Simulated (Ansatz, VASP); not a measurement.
# Two plane-wave programs on Mg

```
CELL_PARAMETERS angstrom
0.00000 2.21227 2.21227
2.21227 0.00000 2.21227
2.21227 2.21227 0.00000
ATOMIC_POSITIONS crystal
Mg 0.00000 0.00000 0.00000
```

Alike in both runs: task single point; functional r2SCAN; k mesh 8 × 8 × 8; occupations gaussian, width 0.1 eV; no spin polarisation.

```csv
,VASP,Ansatz
version,VASP 6.6.1,Ansatz 0.2.0
potentials or method,"VASP PAW PBE potentials, release 64 (Mg), cutoff 520 eV","scalar-relativistic, plane waves, PAW"
valence electrons in the cell,2,10
```

```tsv
	VASP	Ansatz	Ansatz less VASP
gap on the k mesh at the Fermi level (eV)	none	none	-
pressure (GPa)	1.8	2.1	+0.28
```

VASP's potentials were made for PBE, not for r2SCAN. A gap of «none» marks a metal or a gap that the smearing closes. The functional is the same, so the differences come from potentials, cutoffs and numerics. VASP's potentials hold 2 valence electrons a cell and Ansatz's 10, so a difference there can come from the potentials and not from the codes.
